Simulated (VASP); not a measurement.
# Zn2S (P3_121) in VASP: single point with PBE

Aim: the single point of Zn2S with PBE.

Everything below comes from runs of VASP 6.6.1. Logs are shortened: lines on timing, memory, paths and dates and some standing lists are left out, and cuts for length are marked.

## Step 1: The cell of the first run

The structure is trigonal, space group P3_121 (No. 152). The conventional cell has a = 6.651 Å, b = 6.651 Å, c = 6.328 Å, α = 90.00°, β = 90.00°, γ = 120.00°. Zn (site symmetry 1) has 2 S at 2.38 to 2.40 Å and 1 Zn at 2.38 Å within 3.1 Å. Within 3.1 Å of S (site symmetry 2) lie 4 Zn at 2.38 to 2.40 Å.

## Step 2: Single point, PBE

Input file INCAR:

```
PREC = Accurate ; ENCUT = 500
EDIFF = 1E-6 ; ISMEAR = 0
SIGMA = 0.1 ; LREAL = F
LASPH = T ; NELM = 120
ALGO = Normal ; ISIF = 2
LWAVE = F ; LCHARG = F
GGA = PE ; NBANDS = 55
GGA_COMPAT = F
```

Input file KPOINTS:

```
regular mesh
0
Gamma
  3 3 4
```

Input file POSCAR:

```
Zn2S
1.0
    6.6509986824      0.0000000000      0.0000000000
   -3.3254993412      5.7599338195      0.0000000000
    0.0000000000      0.0000000000      6.3277097536
Zn S
6 3
Direct
    0.4430535999      0.3374673444      0.3385194706
    0.6625326556      0.1055862555      0.6718528040
    0.8944137445      0.5569464001      1.0051861373
    0.3374673444      0.4430535999      0.6614805294
    0.1055862555      0.6625326556      0.3281471960
    0.5569464001      0.8944137445     -0.0051861373
    0.4848112783      0.0000000000      0.3333333333
    0.0000000000      0.4848112783      0.6666666667
    0.5151887217      0.5151887217      0.0000000000
```

Potentials or basis: VASP PAW PBE potentials, release 64 (Zn, S).

Run with:

```console
$ cat potpaw_PBE.64/Zn/POTCAR potpaw_PBE.64/S/POTCAR > POTCAR
$ mpirun -np 1 vasp_std > vasp.out
```

OUTCAR:

```text
PREC = Accurate
   ENCUT = 500
   EDIFF = 1E-6
   ISMEAR = 0
   LREAL = F
   LASPH = T
   NELM = 120
   ISIF = 2
   GGA = PE

 ion  position               nearest neighbor table
   1  0.443  0.337  0.339-   9 2.38   4 2.38   7 2.40
   2  0.663  0.106  0.672-   7 2.38   6 2.38   8 2.40
   3  0.894  0.557  0.005-   8 2.38   5 2.38   9 2.40
   4  0.337  0.443  0.661-   9 2.38   1 2.38   8 2.40
   5  0.106  0.663  0.328-   8 2.38   3 2.38   7 2.40
   6  0.557  0.894  0.995-   7 2.38   2 2.38   9 2.40
   7  0.485  0.000  0.333-   6 2.38   2 2.38   5 2.40   1 2.40
   8  0.000  0.485  0.667-   3 2.38   5 2.38   4 2.40   2 2.40
   9  0.515  0.515  0.000-   4 2.38   1 2.38   3 2.40   6 2.40

  LATTYP: Found a hexagonal cell.
 ALAT       =     6.6509986824
 C/A-ratio  =     0.9513924233

  Lattice vectors:

 A1 = (   6.6509986824,   0.0000000000,   0.0000000000)
 A2 = (  -3.3254993412,   5.7599338195,   0.0000000000)
 A3 = (   0.0000000000,   0.0000000000,   6.3277097536)

Analysis of symmetry for initial positions (statically):
=====================================================================
 Subroutine PRICEL returns:
 Original cell was already a primitive cell.

 Routine SETGRP: Setting up the symmetry group for a
 hexagonal supercell.

 Subroutine GETGRP returns: Found  6 space group operations
 (whereof  2 operations were pure point group operations)
 out of a pool of 24 trial point group operations.

The static configuration has the point symmetry C_2 .
 The point group associated with its full space group is D_3 .

Analysis of symmetry for dynamics (positions and initial velocities):
=====================================================================
 Subroutine PRICEL returns:
 Original cell was already a primitive cell.

 Routine SETGRP: Setting up the symmetry group for a
 hexagonal supercell.

 Subroutine GETGRP returns: Found  6 space group operations
 (whereof  2 operations were pure point group operations)
 out of a pool of 24 trial point group operations.

The dynamic configuration has the point symmetry C_2 .
 The point group associated with its full space group is D_3 .

 Subroutine INISYM returns: Found  6 space group operations
 (whereof  2 operations are pure point group operations),
 and found     1 'primitive' translations

----------------------------------------------------------------------------------------

                                     Primitive cell

  volume of cell :     242.4102

  direct lattice vectors                    reciprocal lattice vectors
     6.650998682  0.000000000  0.000000000     0.150353360  0.086806553  0.000000000
    -3.325499341  5.759933819  0.000000000     0.000000000  0.173613106  0.000000000
     0.000000000  0.000000000  6.327709754     0.000000000  0.000000000  0.158035061

  length of vectors
     6.650998682  6.650998682  6.327709754     0.173613106  0.173613106  0.158035061

  position of ions in fractional coordinates (direct lattice)
     0.443053600  0.337467344  0.338519471
     0.662532656  0.105586256  0.671852804
     0.894413744  0.556946400  0.005186137
     0.337467344  0.443053600  0.661480529
     0.105586256  0.662532656  0.328147196
     0.556946400  0.894413744  0.994813863
     0.484811278  0.000000000  0.333333333
     0.000000000  0.484811278  0.666666667
     0.515188722  0.515188722  0.000000000

  ion indices of the primitive-cell ions
   primitive index   ion index
                 1           1
                 2           2
                 3           3
                 4           4
                 5           5
                 6           6
                 7           7
                 8           8
                 9           9

----------------------------------------------------------------------------------------

 KPOINTS: regular mesh

Automatic generation of k-mesh.
 Grid dimensions read from file:
 generate k-points for:    3    3    4

 Generating k-lattice:

  Cartesian coordinates                     Fractional coordinates (reciprocal lattice)
     0.050117787  0.028935518  0.000000000     0.333333333  0.000000000  0.000000000
     0.000000000  0.057871035  0.000000000     0.000000000  0.333333333  0.000000000
     0.000000000  0.000000000  0.039508765     0.000000000  0.000000000  0.250000000

  Length of vectors
     0.057871035  0.057871035  0.039508765

  Shift w.r.t. Gamma in fractional coordinates (k-lattice)
     0.000000000  0.000000000  0.000000000

 Subroutine IBZKPT returns following result:
 ===========================================

 Found     10 irreducible k-points:

 Following reciprocal coordinates:
            Coordinates               Weight
  0.000000  0.000000  0.000000      1.000000
  0.333333  0.000000  0.000000      6.000000
  0.333333  0.333333  0.000000      2.000000
  0.000000  0.000000  0.250000      2.000000
  0.333333  0.000000  0.250000      6.000000
  0.000000  0.333333  0.250000      6.000000
  0.333333  0.333333  0.250000      4.000000
  0.000000  0.000000  0.500000      1.000000
  0.333333  0.000000  0.500000      6.000000
  0.333333  0.333333  0.500000      2.000000
   k-points           NKPTS =     10   k-points in BZ     NKDIM =     10   number of bands    NBANDS=     55
   number of dos      NEDOS =    301   number of ions     NIONS =      9
   total plane-waves  NPLWV = 120000
   dimension x,y,z NGX =    50 NGY =   50 NGZ =   48
   dimension x,y,z NGXF=   100 NGYF=  100 NGZF=   96
   ions per type =               6   3
   NGX,Y,Z   is equivalent  to a cutoff of  12.50, 12.50, 12.61 a.u.
   NGXF,Y,Z  is equivalent  to a cutoff of  25.00, 25.00, 25.22 a.u.
 SYSTEM =  unknown system
   PREC   = accura    normal or accurate (medium, high low for compatibility)
   ISTART =      0    job   : 0-new  1-cont  2-samecut
   ICHARG =      2    charge: 1-file 2-atom 10-const
   ISPIN  =      1    spin polarized calculation?
   LNONCOLLINEAR =      F non collinear calculations
   LSORBIT =      F    spin-orbit coupling
   LASPH  =      T    aspherical Exc in radial PAW
   ENCUT  =  500.0 eV  36.75 Ry    6.06 a.u.  12.13 12.13 11.54*2*pi/ulx,y,z
   NELM   =    120;   NELMIN=  2; NELMDL= -5     # of ELM steps
   EDIFF  = 0.1E-05   stopping-criterion for ELM
   LREAL  =      F    real-space projection
   EDIFFG = 0.1E-04   stopping-criterion for IOM
   NSW    =      0    number of steps for IOM
   IBRION =     -1    ionic relax: 0-MD 1-quasi-New 2-CG
   NFREE  =      0    steps in history (QN), initial steepest desc. (CG)
   ISIF   =      2    stress and relaxation
   ISYM   =      2    0-nonsym 1-usesym 2-fastsym
   POTIM  = 0.5000    time-step for ionic-motion
   TEBEG  =    0.0;   TEEND  =   0.0 temperature during run
   PSTRESS=    0.0 pullay stress
   NELECT =      90.0000    total number of electrons
   NUPDOWN=      -1.0000    fix difference up-down
   EMIN   =  10.00;   EMAX   =-10.00  energy-range for DOS
   EFERMI =   0.00;   METHOD = LEGACY
   ISMEAR =     0;   SIGMA  =   0.10  broadening in eV -4-tet -1-fermi 0-gaus
   EFERMI_NEDOS =   21; number of points for ismear=-14 and -15
   IALGO  =     38    algorithm
   IMIX   =      4    mixing-type and parameters
     AMIX     =   0.40;   BMIX     =  1.00
     AMIX_MAG =   1.60;   BMIX_MAG =  1.00
  volume/ion in A,a.u.               =      26.93       181.76
  Fermi-wavevector in a.u.,A,eV,Ry     =   1.176627  2.223502 18.836591  1.384450
  Thomas-Fermi vector in A             =   2.312987
   LORBIT       =      0    0 simple, 1 ext, 2 COOP (PROOUT), +10 PAW based schemes
   GGA     = PE    functional components
   LHFCALC =     F    Hartree Fock is set to
   AEXX    =    0.0000 exact exchange contribution
   IVDW    =     0    specifies the selected vdW correction
   LEPSILON=     F    determine dielectric tensor
   LRPA    =     F    only Hartree local field effects (RPA)
 non-spin polarized calculation
 Gauss-broadening in eV      SIGMA  =   0.10
  energy-cutoff  :      500.00
  volume of cell :      242.41
 maximum number of plane-waves:      6180
 NGX is ok and might be reduce to    50
   NGX = 25   NGY = 25   NGZ = 23

 number of electron      89.9999977 magnetization

 Free energy of the ion-electron system (eV)
  ---------------------------------------------------
  ext. energy  EPLUGINS =         0.00000000
  ---------------------------------------------------
  free energy    TOTEN  =       -21.06124011 eV

  energy without entropy =      -21.06124011  energy(sigma->0) =      -21.06124011

 E-fermi :   0.8584     XC(G=0):  -8.0491

 val. band max:        0.3637283889   @ k =   0.3333   0.0000   0.5000
 cond. band min:       1.6949510903   @ k =   0.3333   0.3333   0.5000
 fundamental gap:      1.3312227013
 Fermi energy:         0.8583921575

 k-point     1 :       0.0000    0.0000    0.0000
  band No.  band energies     occupation
      1     -12.6585      2.00000
      2     -12.1720      2.00000
      3     -12.1720      2.00000
      4      -6.4961      2.00000
      5      -6.4625      2.00000
      6      -6.4625      2.00000
[... 47 lines left out ...]
     54       6.0434      0.00000
     55       6.1624      0.00000

 k-point     2 :       0.3333    0.0000    0.0000
  band No.  band energies     occupation
      1     -12.5539      2.00000
      2     -12.2744      2.00000
      3     -12.1741      2.00000
      4      -6.5043      2.00000
      5      -6.4646      2.00000
      6      -6.4398      2.00000
[... 47 lines left out ...]
     54       5.3933      0.00000
     55       5.9256      0.00000

 k-point     3 :       0.3333    0.3333    0.0000
  band No.  band energies     occupation
      1     -12.4125      2.00000
      2     -12.4125      2.00000
      3     -12.1775      2.00000
      4      -6.4847      2.00000
      5      -6.4847      2.00000
      6      -6.4444      2.00000
[... 47 lines left out ...]
     54       5.0763      0.00000
     55       5.6275      0.00000

 k-point     4 :       0.0000    0.0000    0.2500
  band No.  band energies     occupation
      1     -12.6041      2.00000
      2     -12.3092      2.00000
      3     -12.0766      2.00000
      4      -6.5445      2.00000
      5      -6.5400      2.00000
      6      -6.5314      2.00000
[... 47 lines left out ...]
     54       5.6674      0.00000
     55       6.3067      0.00000

 k-point     5 :       0.3333    0.0000    0.2500
  band No.  band energies     occupation
      1     -12.5181      2.00000
      2     -12.3132      2.00000
      3     -12.1554      2.00000
      4      -6.5796      2.00000
      5      -6.5541      2.00000
      6      -6.5405      2.00000
[... 47 lines left out ...]
     54       5.5425      0.00000
     55       5.9780      0.00000

 k-point     6 :       0.0000    0.3333    0.2500
  band No.  band energies     occupation
      1     -12.5157      2.00000
      2     -12.3197      2.00000
      3     -12.1512      2.00000
      4      -6.5816      2.00000
      5      -6.5548      2.00000
      6      -6.5386      2.00000
[... 47 lines left out ...]
     54       5.6819      0.00000
     55       6.0080      0.00000

 k-point     7 :       0.3333    0.3333    0.2500
  band No.  band energies     occupation
      1     -12.4403      2.00000
      2     -12.3460      2.00000
      3     -12.1987      2.00000
      4      -6.5999      2.00000
      5      -6.5591      2.00000
      6      -6.5467      2.00000
[... 47 lines left out ...]
     54       5.4191      0.00000
     55       6.1096      0.00000

 k-point     8 :       0.0000    0.0000    0.5000
  band No.  band energies     occupation
      1     -12.4682      2.00000
      2     -12.4682      2.00000
      3     -12.0409      2.00000
      4      -6.5875      2.00000
      5      -6.5875      2.00000
      6      -6.5739      2.00000
[... 47 lines left out ...]
     54       6.3785      0.00000
     55       6.3797      0.00000

 k-point     9 :       0.3333    0.0000    0.5000
  band No.  band energies     occupation
      1     -12.4559      2.00000
      2     -12.3774      2.00000
      3     -12.1376      2.00000
      4      -6.6396      2.00000
      5      -6.6190      2.00000
      6      -6.5788      2.00000
[... 47 lines left out ...]
     54       5.5881      0.00000
     55       5.9391      0.00000

 k-point    10 :       0.3333    0.3333    0.5000
  band No.  band energies     occupation
      1     -12.4445      2.00000
      2     -12.2615      2.00000
      3     -12.2615      2.00000
      4      -6.6769      2.00000
      5      -6.6013      2.00000
      6      -6.6013      2.00000
[... 47 lines left out ...]
     54       5.3443      0.00000
     55       6.2526      0.00000

------------------------ aborting loop because EDIFF is reached ----------------------------------------

  FORCE on cell =-STRESS in cart. coord.  units (eV):
  Direction    XX          YY          ZZ          XY          YZ          ZX
  --------------------------------------------------------------------------------------
  -------------------------------------------------------------------------------------
  Total        0.0880273      0.0880273      0.1874255      0.0000000      0.0000000      0.0000000
  in kB        0.5818044      0.5818044      1.2387633      0.0000000      0.0000000      0.0000000
  external PRESSURE =       0.8007907 kB  Pullay stress =       0.0000000 kB

 VOLUME and BASIS-vectors are now :
 -----------------------------------------------------------------------------
  energy-cutoff  :      500.00
  volume of cell :      242.41
      direct lattice vectors                 reciprocal lattice vectors
     6.650998682  0.000000000  0.000000000     0.150353360  0.086806553  0.000000000
    -3.325499341  5.759933819  0.000000000     0.000000000  0.173613106  0.000000000
     0.000000000  0.000000000  6.327709754     0.000000000  0.000000000  0.158035061

 POSITION                                       TOTAL-FORCE (eV/Angst)
 -----------------------------------------------------------------------------------
      1.82450      1.94379      2.14205         0.003988      0.002879     -0.003592
      4.05538      0.60817      4.25129        -0.004487      0.002014     -0.003592
      4.09662      3.20797      0.03282         0.000500     -0.004893     -0.003592
      0.77112      2.55196      4.18566         0.000500      0.004893      0.003592
     -1.50100      3.81614      2.07642         0.003988     -0.002879      0.003592
      0.72988      5.15176      6.29489        -0.004487     -0.002014      0.003592
      3.22448      0.00000      2.10924         0.018684      0.000000     -0.000000
     -1.61224      2.79248      4.21847        -0.009342      0.016181      0.000000
      1.71326      2.96745      0.00000        -0.009342     -0.016181      0.000000
 -----------------------------------------------------------------------------------
    total drift:                               -0.000000      0.000000      0.000000

  FREE ENERGIE OF THE ION-ELECTRON SYSTEM (eV)
  ---------------------------------------------------
  free  energy   TOTEN  =       -21.0612401104 eV

  energy  without entropy=      -21.0612401104  energy(sigma->0) =      -21.06124011
```

It took 4.6 min on 1 thread of Intel Xeon 8259CL, shared host; peak memory 0.38 GiB.

Results:

```
Free energy            : -21.0612 eV
Pressure               : 0.1 GPa
Largest force          : 0.019 eV/Å
Band gap on the k mesh : 1.33 eV (least direct gap 1.43 eV)
```

Forces in eV/Å, atoms in the order of the input:
```
Zn   0.004  0.003 -0.004
Zn  -0.004  0.002 -0.004
Zn   0.001 -0.005 -0.004
Zn   0.001  0.005  0.004
Zn   0.004 -0.003  0.004
Zn  -0.004 -0.002  0.004
S    0.019  0.000  0.000
S   -0.009  0.016  0.000
S   -0.009 -0.016  0.000
```

Levels at points of the mesh, in eV from the valence-band top:
```tsv
k point	band 41	band 42	band 43	band 44	band 45	band 46	band 47	band 48	band 49	band 50
(0.00, 0.00, 0.00)	-2.24	-2.24	-1.70	-1.08	-1.08	2.03	2.61	2.61	3.07	4.14
(0.00, 0.00, 0.50)	-2.57	-2.51	-0.13	-0.03	-0.03	2.17	2.63	2.63	3.21	3.21
```

Caveat: an odd mesh through Γ misses points on the zone boundary, where band edges can lie.
